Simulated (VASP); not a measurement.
Nb: single point with PBE

Nb:

```xyz
1
Lattice="0.0000 2.0523 2.0523 2.0523 0.0000 2.0523 2.0523 2.0523 0.0000" Properties=species:S:1:pos:R:3 pbc="T T T"
Nb    0.0000    0.0000    0.0000
```

This cell differs from its parent crystal: volume scaled by 0.92.

| Item | Value |
| --- | --- |
| Program | VASP 6.6.1 |
| Task | single point |
| Functional | PBE |
| Potentials or basis | VASP PAW PBE potentials, release 64 (Nb_sv) |
| Cutoff | 520 eV |
| k mesh | 21 × 21 × 21 |
| Occupations | fermi-dirac, width 0.05 eV |
| Spin | collinear spin, ferromagnetic start |
| Starting moments | [1.0] μB |

```json
{
  "Pressure": "15.1 GPa",
  "Net moment": "0.00 μB per cell",
  "Valence electrons inside the program's atomic spheres": "Nb 10.77"
}
```

Levels at points of the mesh, in eV from the Fermi level:
Spin up:
```tsv
k point	band 4	band 5	band 6	band 7	band 8	band 9
(0.00, 0.00, 0.00)	-29.94	-6.42	0.03	0.03	0.03	2.94
```
Spin down:
```tsv
k point	band 3	band 4	band 5	band 6	band 7	band 8	band 9	band 10
(0.00, 0.00, 0.00)	-29.94	-29.94	-6.42	0.03	0.03	0.03	2.94	2.94
```

It took 110 s on 1 thread of Intel Xeon 6975P-C, with other jobs on the host, peak memory 0.24 GiB.
